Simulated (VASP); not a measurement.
# Al (P6_3/mmc) in VASP: single point with PBE+D3(BJ)

Aim: the single point of Al with PBE+D3(BJ).

Program: VASP 6.6.1. These are calculated values, not measurements. Logs are shortened: lines on timing, memory, paths and dates and some standing lists are left out, and cuts for length are marked.

## Step 1: The cell of the first run

Symmetry: P6_3/mmc, No. 194, hexagonal system. Conventional cell: a = 2.812 Å, b = 2.812 Å, c = 4.867 Å, α = 90.00°, β = 90.00°, γ = 120.00°. Within 3.7 Å of Al (site symmetry -6m2) lie 12 Al at 2.81 to 2.93 Å.

## Step 2: Single point, PBE+D3(BJ)

File INCAR:

```
SYSTEM = Al
ALGO = Normal
EDIFF = 1E-6
ENCUT = 520
GGA = PE
ISIF = 2
ISMEAR = 0
IVDW = 12
LASPH = .TRUE.
LCHARG = .TRUE.
LELF = .TRUE.
LREAL = .FALSE.
LVHAR = .TRUE.
LWAVE = .FALSE.
NBANDS = 10
NELM = 80
PREC = Accurate
SIGMA = 0.15
```

File KPOINTS:

```
k-points
0
G
  18 18 10
  0 0 0
```

File POSCAR:

```
Al
1.0
    2.8124553515      0.0000000000      0.0000000000
   -1.4062276757      2.4356577814      0.0000000000
    0.0000000000      0.0000000000      4.8668500000
Al
2
Direct
    0.6666666667      0.3333333333      0.7500000000
    0.3333333333      0.6666666667      0.2500000000
```

Potentials or basis: VASP PAW PBE potentials, release 64 (Al).

Run with:

```bash
$ cat potpaw_PBE.64/Al/POTCAR > POTCAR
$ mpirun -np 1 vasp_std > vasp.out
```

OUTCAR:

```text
SYSTEM = Al
   EDIFF = 1E-6
   ENCUT = 520
   GGA = PE
   ISIF = 2
   ISMEAR = 0
   IVDW = 12
   LASPH = .TRUE.
   LREAL = .FALSE.
   NELM = 80
   PREC = Accurate
 IVDW          = 12

 ion  position               nearest neighbor table
   1  0.667  0.333  0.750-   2 2.93   2 2.93   2 2.93   2 2.93   2 2.93   2 2.93
   2  0.333  0.667  0.250-   1 2.93   1 2.93   1 2.93   1 2.93   1 2.93   1 2.93

  LATTYP: Found a hexagonal cell.
 ALAT       =     2.8124553515
 C/A-ratio  =     1.7304630267

  Lattice vectors:

 A1 = (   2.8124553515,   0.0000000000,   0.0000000000)
 A2 = (  -1.4062276757,   2.4356577814,   0.0000000000)
 A3 = (   0.0000000000,   0.0000000000,   4.8668500000)

Analysis of symmetry for initial positions (statically):
=====================================================================
 Subroutine PRICEL returns:
 Original cell was already a primitive cell.

 Routine SETGRP: Setting up the symmetry group for a
 hexagonal supercell.

 Subroutine GETGRP returns: Found 24 space group operations
 (whereof 12 operations were pure point group operations)
 out of a pool of 24 trial point group operations.

The static configuration has the point symmetry D_3d.
 The point group associated with its full space group is D_6h.

Analysis of symmetry for dynamics (positions and initial velocities):
=====================================================================
 Subroutine PRICEL returns:
 Original cell was already a primitive cell.

 Routine SETGRP: Setting up the symmetry group for a
 hexagonal supercell.

 Subroutine GETGRP returns: Found 24 space group operations
 (whereof 12 operations were pure point group operations)
 out of a pool of 24 trial point group operations.

The dynamic configuration has the point symmetry D_3d.
 The point group associated with its full space group is D_6h.

 Subroutine INISYM returns: Found 24 space group operations
 (whereof 12 operations are pure point group operations),
 and found     1 'primitive' translations

----------------------------------------------------------------------------------------

                                     Primitive cell

  volume of cell :      33.3388

  direct lattice vectors                    reciprocal lattice vectors
     2.812455352  0.000000000  0.000000000     0.355561200  0.205283355  0.000000000
    -1.406227676  2.435657781  0.000000000     0.000000000  0.410566709  0.000000000
     0.000000000  0.000000000  4.866850000     0.000000000  0.000000000  0.205471712

  length of vectors
     2.812455352  2.812455351  4.866850000     0.410566709  0.410566709  0.205471712

  position of ions in fractional coordinates (direct lattice)
     0.666666667  0.333333333  0.750000000
     0.333333333  0.666666667  0.250000000

  ion indices of the primitive-cell ions
   primitive index   ion index
                 1           1
                 2           2

----------------------------------------------------------------------------------------

 KPOINTS: k-points

Automatic generation of k-mesh.
 Grid dimensions read from file:
 generate k-points for:   18   18   10

 Generating k-lattice:

  Cartesian coordinates                     Fractional coordinates (reciprocal lattice)
     0.019753400  0.011404631  0.000000000     0.055555556  0.000000000  0.000000000
     0.000000000  0.022809262  0.000000000     0.000000000  0.055555556  0.000000000
     0.000000000  0.000000000  0.020547171     0.000000000  0.000000000  0.100000000

  Length of vectors
     0.022809262  0.022809262  0.020547171

  Shift w.r.t. Gamma in fractional coordinates (k-lattice)
     0.000000000  0.000000000  0.000000000

 Subroutine IBZKPT returns following result:
 ===========================================

 Found    222 irreducible k-points:

 Following reciprocal coordinates:
            Coordinates               Weight
  0.000000  0.000000  0.000000      1.000000
  0.055556  0.000000  0.000000      6.000000
  0.111111  0.000000  0.000000      6.000000
  0.166667  0.000000  0.000000      6.000000
  0.222222  0.000000  0.000000      6.000000
  0.277778  0.000000  0.000000      6.000000
[... 16 lines left out ...]
  0.333333  0.111111  0.000000     12.000000
  0.388889  0.111111  0.000000     12.000000
 [... further k-points ...]
   k-points           NKPTS =    222   k-points in BZ     NKDIM =    222   number of bands    NBANDS=     10
   number of dos      NEDOS =    301   number of ions     NIONS =      2
   total plane-waves  NPLWV =  20736
   dimension x,y,z NGX =    24 NGY =   24 NGZ =   36
   dimension x,y,z NGXF=    48 NGYF=   48 NGZF=   72
   ions per type =               2
   NGX,Y,Z   is equivalent  to a cutoff of  14.19, 14.19, 12.30 a.u.
   NGXF,Y,Z  is equivalent  to a cutoff of  28.37, 28.37, 24.59 a.u.
 SYSTEM =  Al
   PREC   = accura    normal or accurate (medium, high low for compatibility)
   ISTART =      0    job   : 0-new  1-cont  2-samecut
   ICHARG =      2    charge: 1-file 2-atom 10-const
   ISPIN  =      1    spin polarized calculation?
   LNONCOLLINEAR =      F non collinear calculations
   LSORBIT =      F    spin-orbit coupling
   LASPH  =      T    aspherical Exc in radial PAW
   ENCUT  =  520.0 eV  38.22 Ry    6.18 a.u.   5.23  5.23  9.05*2*pi/ulx,y,z
   NELM   =     80;   NELMIN=  2; NELMDL= -5     # of ELM steps
   EDIFF  = 0.1E-05   stopping-criterion for ELM
   LREAL  =      F    real-space projection
[... 7 lines left out ...]
   TEBEG  =    0.0;   TEEND  =   0.0 temperature during run
   PSTRESS=    0.0 pullay stress
   NELECT =       6.0000    total number of electrons
   NUPDOWN=      -1.0000    fix difference up-down
   EMIN   =  10.00;   EMAX   =-10.00  energy-range for DOS
   EFERMI =   0.00;   METHOD = LEGACY
   ISMEAR =     0;   SIGMA  =   0.15  broadening in eV -4-tet -1-fermi 0-gaus
   EFERMI_NEDOS =   21; number of points for ismear=-14 and -15
   IALGO  =     38    algorithm
   IMIX   =      4    mixing-type and parameters
     AMIX     =   0.40;   BMIX     =  1.00
     AMIX_MAG =   1.60;   BMIX_MAG =  1.00
  volume/ion in A,a.u.               =      16.67       112.49
  Fermi-wavevector in a.u.,A,eV,Ry     =   0.924291  1.746656 11.623640  0.854313
  Thomas-Fermi vector in A             =   2.050021
   LORBIT       =      0    0 simple, 1 ext, 2 COOP (PROOUT), +10 PAW based schemes
   GGA     = PE    functional components
   LHFCALC =     F    Hartree Fock is set to
   AEXX    =    0.0000 exact exchange contribution
   IVDW    =    12    specifies the selected vdW correction
   LEPSILON=     F    determine dielectric tensor
   LRPA    =     F    only Hartree local field effects (RPA)
 non-spin polarized calculation
 Gauss-broadening in eV      SIGMA  =   0.15
  energy-cutoff  :      520.00
  volume of cell :       33.34
 maximum number of plane-waves:       920
 NGX is ok and might be reduce to    24
   NGX = 11   NGY = 11   NGZ = 19

 number of electron       6.0000000 magnetization

 Free energy of the ion-electron system (eV)
  ---------------------------------------------------
  ext. energy  EPLUGINS =         0.00000000
  ---------------------------------------------------
  free energy    TOTEN  =        -7.42350481 eV

  energy without entropy =       -7.41457150  energy(sigma->0) =       -7.41903816

 E-fermi :   7.8760     XC(G=0): -10.1594

 val. band max:        7.8752312495   @ k =   0.1111   0.1111   0.3000
 cond. band min:       7.9024396932   @ k =   0.4444   0.1111   0.1000
 fundamental gap:      0.0272084437
 Fermi energy:         7.8760330225

 k-point     1 :       0.0000    0.0000    0.0000
  band No.  band energies     occupation
      1      -3.1752      2.00000
      2       2.8264      2.00000
      3       3.0638      2.00000
      4      19.0472      0.00000
      5      19.3265      0.00000
      6      19.3265      0.00000
      7      19.5518      0.00000
      8      19.5518      0.00000
      9      20.2719      0.00000
     10      22.6076      0.00000

 k-point     2 :       0.0556    0.0000    0.0000
  band No.  band energies     occupation
      1      -3.0982      2.00000
      2       2.9019      2.00000
      3       3.1357      2.00000
      4      17.5774      0.00000
      5      18.3190      0.00000
      6      18.9411      0.00000
      7      20.1130      0.00000
      8      20.3136      0.00000
      9      20.6817      0.00000
     10      22.5778      0.00000

 k-point     3 :       0.1111    0.0000    0.0000
  band No.  band energies     occupation
      1      -2.8675      2.00000
      2       3.1277      2.00000
      3       3.3515      2.00000
      4      15.4712      0.00000
      5      17.3378      0.00000
      6      18.3927      0.00000
      7      19.7802      0.00000
      8      20.3424      0.00000
      9      21.3934      0.00000
     10      21.5354      0.00000

 k-point     4 :       0.1667    0.0000    0.0000
  band No.  band energies     occupation
      1      -2.4837      2.00000
      2       3.5016      2.00000
      3       3.7110      2.00000
      4      13.3691      0.00000
      5      16.4870      0.00000
      6      17.5053      0.00000
      7      18.7085      0.00000
      8      19.1077      0.00000
      9      20.9734      0.00000
     10      21.0125      0.00000
[... 222 lines left out ...]
 k-point    22 :       0.2778    0.1111    0.0000
  band No.  band energies     occupation
      1      -0.2040      2.00000
      2       5.6087      2.00000
      3       5.8658      2.00000
      4       7.9478      0.49847
      5      11.5592      0.00000
      6      13.6720      0.00000
      7      13.7567      0.00000
      8      17.2765      0.00000
      9      17.7195      0.00000
     10      19.3768      0.00000

 k-point    23 :       0.3333    0.1111    0.0000
  band No.  band energies     occupation
      1       0.7717      2.00000
      2       5.7805      2.00000
      3       6.7939      2.00000
      4       7.0406      2.00000
      5      10.9758      0.00000
      6      12.0460      0.00000
      7      12.4625      0.00000
      8      16.9725      0.00000
      9      17.3381      0.00000
     10      19.0844      0.00000

 k-point    24 :       0.3889    0.1111    0.0000
  band No.  band energies     occupation
      1       1.8871      2.00000
      2       4.4976      2.00000
      3       7.8269      1.35684
      4       7.8451      1.22920
      5      10.1087      0.00000
      6      10.5715      0.00000
      7      11.7248      0.00000
      8      16.7879      0.00000
      9      17.1115      0.00000
     10      18.9020      0.00000

 [... further k-points ...]

------------------------ aborting loop because EDIFF is reached ----------------------------------------

 Edisp (eV)   -0.66567

 E8    (eV) :    -0.2977

  FORCE on cell =-STRESS in cart. coord.  units (eV):
  Direction    XX          YY          ZZ          XY          YZ          ZX
  --------------------------------------------------------------------------------------
  -------------------------------------------------------------------------------------
  Total      -0.53089    -0.53089    -0.95202    -0.00000     0.00000     0.00000
  in kB     -25.51327   -25.51327   -45.75156    -0.00000     0.00000     0.00000
  external pressure =      -32.26 kB  Pullay stress =        0.00 kB

 VOLUME and BASIS-vectors are now :
 -----------------------------------------------------------------------------
  energy-cutoff  :      520.00
  volume of cell :       33.34
      direct lattice vectors                 reciprocal lattice vectors
     2.812455352  0.000000000  0.000000000     0.355561200  0.205283355  0.000000000
    -1.406227676  2.435657781  0.000000000     0.000000000  0.410566709  0.000000000
     0.000000000  0.000000000  4.866850000     0.000000000  0.000000000  0.205471712

 POSITION                                       TOTAL-FORCE (eV/Angst)
 -----------------------------------------------------------------------------------
      1.40623      0.81189      3.65014        -0.000000      0.000000      0.000000
     -0.00000      1.62377      1.21671         0.000000     -0.000000      0.000000
 -----------------------------------------------------------------------------------
    total drift:                                0.000000     -0.000000     -0.000000

  FREE ENERGIE OF THE ION-ELECTRON SYSTEM (eV)
  ---------------------------------------------------
  free  energy   TOTEN  =        -8.0891719876 eV

  energy  without entropy=       -8.0802386841  energy(sigma->0) =       -8.08470534
```

It took 28 s on 1 thread of Intel Xeon Platinum 8259CL at 2.50GHz (Skylake/Cascade Lake), shared host; peak memory 0.2 GiB.

What came out:

* Free energy: -8.0892 eV
* Pressure: -3.2 GPa
* Band gap on the k mesh: zero (band 3 reaches 11.58 eV, above the bottom of band 4 at 4.81 eV)
* Dispersion energy per atom: -0.333 eV

Stress tensor (GPa, compression positive):
```
-2.55  0.00  0.00
 0.00 -2.55  0.00
 0.00  0.00 -4.58
```

Caveat: pairwise dispersion overbinds metals, which lowers pressure and volume.
